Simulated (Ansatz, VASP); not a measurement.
## VN2: VASP beside Ansatz

The input INCAR:

```
ALGO = Fast ; EDIFF = 1E-6
ENCUT = 520 ; GGA = PE
ISIF = 2 ; ISMEAR = 0
LASPH = T ; LCHARG = T
LELF = T ; LREAL = F
LVHAR = T ; LWAVE = F
NBANDS = 32 ; NELM = 80
PREC = Accurate ; SIGMA = 0.15
```

KPOINTS

```
k-points
0
Gamma
  16 16 16
```

POSCAR

```
VN2
1.0
   -2.2610164389      2.2610164389      2.4842410755
    2.2610164389     -2.2610164389      2.4842410755
    2.2610164389      2.2610164389     -2.4842410755
V N
2 4
Direct
    0.2500000000      0.2500000000      0.0000000000
    0.7500000000      0.7500000000      0.0000000000
    0.1135731475      0.6135731475      0.7271462950
    0.6135731475      0.8864268525      0.5000000000
    0.8864268525      0.3864268525      0.2728537050
    0.3864268525      0.1135731475      0.5000000000
```

Input for Ansatz:

```yaml
crystal:
  lattice:
    - [-2.2610164389, 2.2610164389, 2.4842410755]
    - [2.2610164389, -2.2610164389, 2.4842410755]
    - [2.2610164389, 2.2610164389, -2.4842410755]
  atoms:
    - { symbol: V, position: [0.25, 0.25, 0.0] }
    - { symbol: V, position: [0.75, 0.75, 0.0] }
    - { symbol: "N", position: [0.1135731475, 0.6135731475, 0.727146295] }
    - { symbol: "N", position: [0.6135731475, 0.8864268525, 0.5] }
    - { symbol: "N", position: [0.8864268525, 0.3864268525, 0.272853705] }
    - { symbol: "N", position: [0.3864268525, 0.1135731475, 0.5] }
basis:
  ecutwfc: 420
kpoints:
  mp_grid: { grid: [16, 16, 16] }
hamiltonian:
  xc: pbe
scf:
  occupations: { method: gaussian, width: 0.15 }
output:
  forces: true
  stress: true
  eigenvalues: true
```

Change from the starting cell: strain +0.050 along x and y, +0.000 along z, atoms carried along.

Alike in both runs: task single point; functional PBE; k mesh 16 × 16 × 16; occupations gaussian, width 0.15 eV; no spin polarisation.

|  | VASP | Ansatz |
| --- | --- | --- |
| version | VASP 6.6.1 | Ansatz 0.2.0 |
| potentials or method | VASP PAW PBE potentials, release 64 (V_sv, N), cutoff 520 eV | scalar-relativistic, plane waves, PAW |
| valence electrons in the cell | 46 | 46 |

Ansatz gave:

```
gap on the k mesh at the Fermi level (eV)                     : none
pressure (GPa)                                                : -27.1
traceless stress, the component that is largest in VASP (GPa) : 19.26
rms of the force components (eV/Å)                            : 0.349
```

Question: Which values does VASP return?

Answer: gap on the k mesh at the Fermi level (eV): none; pressure (GPa): -26.5; traceless stress, the component that is largest in VASP (GPa): 19.12; rms of the force components (eV/Å): 0.331.

Atom by atom the forces differ by 0.018 eV/Å (rms over components). A gap of «none» marks a metal or a gap that the smearing closes. The functional is the same, so the differences come from potentials, cutoffs and numerics.
